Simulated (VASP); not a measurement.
The system is Fe.

```
Fe
1.0
     0.00000    1.78450    1.78450
     1.78450    0.00000    1.78450
     1.78450    1.78450    0.00000
Fe
1
Direct
  0.00000 0.00000 0.00000
```

Base run:

```yaml
Program: VASP 6.6.1
Functional: PBE
Potentials_or_basis: VASP PAW PBE potentials, release 64 (Fe)
Cutoff: 520 eV
k_mesh: 12 × 12 × 12
Occupations: fermi-dirac, width 0.1 eV
Spin: collinear spin, ferromagnetic start
Starting_moments: "[0.38] μB"
Fixed_moment: 0.38 μB
```

Its results: pressure -21.5 GPa; site moments Fe +0.38 μB.

Question: The run is repeated on the same cell with these changes: fixed moment from 0.38 μB to 1.14 μB; moments at the start from [0.38] to [1.14]. What comes out?

Answer: Pressure -14.9 GPa; site moments Fe +1.14 μB.

Caveats: the total moment is fixed, so each spin has its own Fermi level.
